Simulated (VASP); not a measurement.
# FeB3 (Fm-3m) in VASP: single point with PBE

Aim: the single point of FeB3 with PBE.

Program: VASP 6.6.1. These are calculated values, not measurements. Logs are shortened: lines on timing, memory, paths and dates and some standing lists are left out, and cuts for length are marked.

### Step 1. The cell of the first run

Symmetry: Fm-3m, No. 225, cubic system. Conventional cell: a = 4.895 Å, b = 4.895 Å, c = 4.895 Å, α = 90.00°, β = 90.00°, γ = 90.00°. Fe (site symmetry m-3m) has 14 B at 2.12 to 2.45 Å within 2.8 Å. Within 2.8 Å of B (site symmetry -43m) lie 4 Fe at 2.12 Å and 10 B at 2.12 to 2.45 Å. Within 2.8 Å of B (site symmetry m-3m) lie 8 B at 2.12 Å and 6 Fe at 2.45 Å.

### Step 2. Single point, PBE, collinear spin, ferromagnetic start

The input, INCAR:

```
SYSTEM = FeB3
ALGO = Normal
EDIFF = 1E-6
ENCUT = 520
GGA = PE
ISIF = 2
ISMEAR = 0
ISPIN = 2
LASPH = .True.
LCHARG = .False.
LMAXMIX = 4
LORBIT = 11
LREAL = .False.
LWAVE = .False.
MAGMOM = 4 0 0 0
NBANDS = 20
NELM = 150
PREC = Accurate
SIGMA = 0.1
```

The input, KPOINTS:

```
k-points
0
Gamma
  6 6 6
  0 0 0
```

The input, POSCAR:

```
FeB3
1.0
    0.0000000000      2.4477101700      2.4477101700
    2.4477101700      0.0000000000      2.4477101700
    2.4477101700      2.4477101700      0.0000000000
Fe B
1 3
Direct
    0.0000000000      0.0000000000      0.0000000000
    0.2500000000      0.2500000000      0.2500000000
    0.7500000000      0.7500000000      0.7500000000
    0.5000000000      0.5000000000      0.5000000000
```

Potentials or basis: VASP PAW PBE potentials, release 64 (Fe, B).

On the command line:

```
cat potpaw_PBE.64/Fe/POTCAR potpaw_PBE.64/B/POTCAR > POTCAR
mpirun -np 1 vasp_std > vasp.out
```

OUTCAR:

```text
SYSTEM = FeB3
   EDIFF = 1E-6
   ENCUT = 520
   GGA = PE
   ISIF = 2
   ISMEAR = 0
   ISPIN = 2
   LASPH = .True.
   LORBIT = 11
   LREAL = .False.
   NELM = 150
   PREC = Accurate

 ion  position               nearest neighbor table
   1  0.000  0.000  0.000-   3 2.12   3 2.12   3 2.12   2 2.12   2 2.12   2 2.12   3 2.12   2 2.12
                             4 2.45   4 2.45   4 2.45   4 2.45   4 2.45   4 2.45
   2  0.250  0.250  0.250-   1 2.12   1 2.12   1 2.12   4 2.12   4 2.12   4 2.12   4 2.12   1 2.12

   3  0.750  0.750  0.750-   4 2.12   4 2.12   4 2.12   1 2.12   1 2.12   1 2.12   4 2.12   1 2.12

   4  0.500  0.500  0.500-   2 2.12   2 2.12   2 2.12   3 2.12   3 2.12   3 2.12   3 2.12   2 2.12
                             1 2.45   1 2.45   1 2.45   1 2.45   1 2.45   1 2.45

  LATTYP: Found a face centered cubic cell.
 ALAT       =     4.8954203400

  Lattice vectors:

 A1 = (   0.0000000000,   2.4477101700,   2.4477101700)
 A2 = (   2.4477101700,   0.0000000000,   2.4477101700)
 A3 = (   2.4477101700,   2.4477101700,   0.0000000000)

Analysis of symmetry for initial positions (statically):
=====================================================================
 Subroutine PRICEL returns:
 Original cell was already a primitive cell.

 Routine SETGRP: Setting up the symmetry group for a
 face centered cubic supercell.

 Subroutine GETGRP returns: Found 48 space group operations
 (whereof 48 operations were pure point group operations)
 out of a pool of 48 trial point group operations.

The static configuration has the point symmetry O_h .

Analysis of symmetry for dynamics (positions and initial velocities):
=====================================================================
 Subroutine PRICEL returns:
 Original cell was already a primitive cell.

 Routine SETGRP: Setting up the symmetry group for a
 face centered cubic supercell.

 Subroutine GETGRP returns: Found 48 space group operations
 (whereof 48 operations were pure point group operations)
 out of a pool of 48 trial point group operations.

The dynamic configuration has the point symmetry O_h .

Analysis of structural, dynamic, and magnetic symmetry:
=====================================================================
 Subroutine PRICEL returns:
 Original cell was already a primitive cell.

 Routine SETGRP: Setting up the symmetry group for a
 face centered cubic supercell.

 Subroutine GETGRP returns: Found 48 space group operations
 (whereof 48 operations were pure point group operations)
 out of a pool of 48 trial point group operations.

The overall configuration has the point symmetry O_h .

 Subroutine INISYM returns: Found 48 space group operations
[... 123 lines left out ...]
 spin polarized calculation
 Gauss-broadening in eV      SIGMA  =   0.10
  energy-cutoff  :      520.00
  volume of cell :       29.33
 maximum number of plane-waves:       805
 NGX is ok and might be reduce to    28
   NGX = 13   NGY = 13   NGZ = 13

 number of electron      17.0000002 magnetization      -0.0014894

 number of electron      17.0000002 magnetization       0.0002875

 Free energy of the ion-electron system (eV)
  ---------------------------------------------------
  ext. energy  EPLUGINS =         0.00000000
  ---------------------------------------------------
  free energy    TOTEN  =       -24.78961464 eV

  energy without entropy =      -24.78715955  energy(sigma->0) =      -24.78838709

 E-fermi :   8.7806     XC(G=0): -13.0685

 val. band max:        8.5730343471   @ k =   0.3333   0.0000   0.0000
 cond. band min:       8.8778540156   @ k =   0.5000   0.3333   0.1667
 fundamental gap:      0.3048196685
 Fermi energy:         8.7805587569

 spin component 1

 k-point     1 :       0.0000    0.0000    0.0000
  band No.  band energies     occupation
      1      -7.0487      1.00000
      2       3.4372      1.00000
      3       3.4372      1.00000
      4       3.4372      1.00000
      5       6.9375      1.00000
      6       6.9375      1.00000
[... 344 lines left out ...]
      6       6.4704      1.00000
[... 12 lines left out ...]
     19      26.2674      0.00000
     20      26.4388      0.00000
 Fermi energy:         8.7805587569

 spin component 2

 k-point     1 :       0.0000    0.0000    0.0000
  band No.  band energies     occupation
      1      -7.0488      1.00000
      2       3.4372      1.00000
      3       3.4372      1.00000
      4       3.4372      1.00000
      5       6.9381      1.00000
      6       6.9381      1.00000
[... 357 lines left out ...]
     19      26.2674      0.00000
     20      26.4386      0.00000

------------------------ aborting loop because EDIFF is reached ----------------------------------------

  FORCE on cell =-STRESS in cart. coord.  units (eV):
  Direction    XX          YY          ZZ          XY          YZ          ZX
  --------------------------------------------------------------------------------------
  -------------------------------------------------------------------------------------
  Total       -3.1021394     -3.1021394     -3.1021394      0.0000000     -0.0000000      0.0000000
  in kB     -169.4579415   -169.4579415   -169.4579415      0.0000000     -0.0000000      0.0000000
  external PRESSURE =    -169.4579415 kB  Pullay stress =       0.0000000 kB

 VOLUME and BASIS-vectors are now :
 -----------------------------------------------------------------------------
  energy-cutoff  :      520.00
  volume of cell :       29.33
      direct lattice vectors                 reciprocal lattice vectors
     0.000000000  2.447710170  2.447710170    -0.204272551  0.204272551  0.204272551
     2.447710170  0.000000000  2.447710170     0.204272551 -0.204272551  0.204272551
     2.447710170  2.447710170  0.000000000     0.204272551  0.204272551 -0.204272551

 POSITION                                       TOTAL-FORCE (eV/Angst)
 -----------------------------------------------------------------------------------
      0.00000      0.00000      0.00000        -0.000000      0.000000     -0.000000
      1.22386      1.22386      1.22386         0.000000      0.000000     -0.000000
      3.67157      3.67157      3.67157         0.000000     -0.000000      0.000000
      2.44771      2.44771      2.44771        -0.000000      0.000000     -0.000000
 -----------------------------------------------------------------------------------
    total drift:                               -0.000000     -0.000000      0.000000

  FREE ENERGIE OF THE ION-ELECTRON SYSTEM (eV)
  ---------------------------------------------------
  free  energy   TOTEN  =       -24.7896146383 eV

  energy  without entropy=      -24.7871595496  energy(sigma->0) =      -24.78838709

 total charge

# of ion       s       p       d       tot
------------------------------------------
    1        0.501   0.701   6.744   7.946
    2        0.635   1.052   0.000   1.687
    3        0.635   1.052   0.000   1.687
    4        0.560   1.004   0.000   1.565
--------------------------------------------------
tot          2.331   3.810   6.744  12.885

 magnetization (x)

# of ion       s       p       d       tot
------------------------------------------
    1       -0.000   0.000   0.000   0.000
    2       -0.000  -0.000   0.000  -0.000
    3       -0.000  -0.000   0.000  -0.000
    4       -0.000  -0.000   0.000  -0.000
--------------------------------------------------
tot         -0.000  -0.000   0.000   0.000
```

stdout:

```text
POSCAR found type information on POSCAR FeB
 POSCAR found :  2 types and       4 ions
 scaLAPACK will be used
 LDA part: xc-table for (Slater+PW92), standard interpolation
 POSCAR, INCAR and KPOINTS ok, starting setup
 FFT: planning ... GRIDC
 FFT: planning ... GRID_SOFT
 FFT: planning ... GRID
 WAVECAR not read
 entering main loop
```

Wall time 18 s (1 thread of Intel Xeon 6975P-C, shared host); peak memory 0.17 GiB.

Results:

```yaml
Free_energy: -24.7896 eV
Pressure: -16.9 GPa
Net_moment: 0.00 μB per cell
Valence_electrons_inside_the_program's_atomic_spheres: Fe 7.95; B 1.69, 1.56
```

Caveat: the k points lie up to 0.37 Å⁻¹ apart; the starting moments collapsed, and a magnetic state may lie lower.
